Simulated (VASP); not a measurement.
The system is CdS.

```xyz
4
Lattice="3.6358 0.0000 0.0000 -1.8179 3.1487 0.0000 0.0000 0.0000 5.9264" Properties=species:S:1:pos:R:3 pbc="T T T"
Cd    0.0000    0.0000    0.0000
Cd    0.0000    0.0000    2.9632
S     0.0000    2.0991    1.4816
S     1.8179    1.0496    4.4448
```

```yaml
Program: VASP 6.6.1
Task: relaxation of cell and atoms
Functional: PBEsol
Potentials_or_basis: VASP PAW PBE potentials, release 64 (Cd, S)
Cutoff: 600 eV
k_mesh: 6 × 6 × 4
Occupations: fermi-dirac, width 0.03 eV
Spin: no spin polarisation
```

At the start: pressure 21.5 GPa; volume 16.96 Å³/atom.

Question: Where does the relaxation end?

Answer: Over 9 steps the energy falls by 183.5 meV/atom and the volume is 20.12 Å³/atom (+18.6 %); space group P6_3/mmc (No. 194, to 0.05 Å).

The path:
```tsv
step	energy change (eV)	largest force (eV/Å)	pressure (GPa)	volume (Å³)
1	0.0000	0.0000	21.52	67.85
2	-0.3686	0.0000	-8.30	92.75
3	-0.7321	0.0000	-0.16	80.71
4	-0.7320	0.0000	0.12	80.44
5	-0.7333	0.0000	0.13	80.40
6	-0.7340	0.0000	0.15	80.34
7	-0.7340	0.0000	0.15	80.34
8	-0.7340	0.0000	-0.11	80.59
9	-0.7341	0.0000	0.00	80.48
```

Final structure:
```
CELL_PARAMETERS angstrom
3.81831 0.00000 0.00000
-1.90916 3.30676 0.00000
0.00000 0.00000 6.37418
ATOMIC_POSITIONS crystal
Cd 0.00000 0.00000 0.00000
Cd 0.00000 0.00000 0.50000
S 0.33333 0.66667 0.25000
S 0.66667 0.33333 0.75000
```

Caveat: the volume moved by over 15 % at a fixed basis, so the end points are rough; the PAW data sets were made with another functional, which shifts forces and pressure a little.
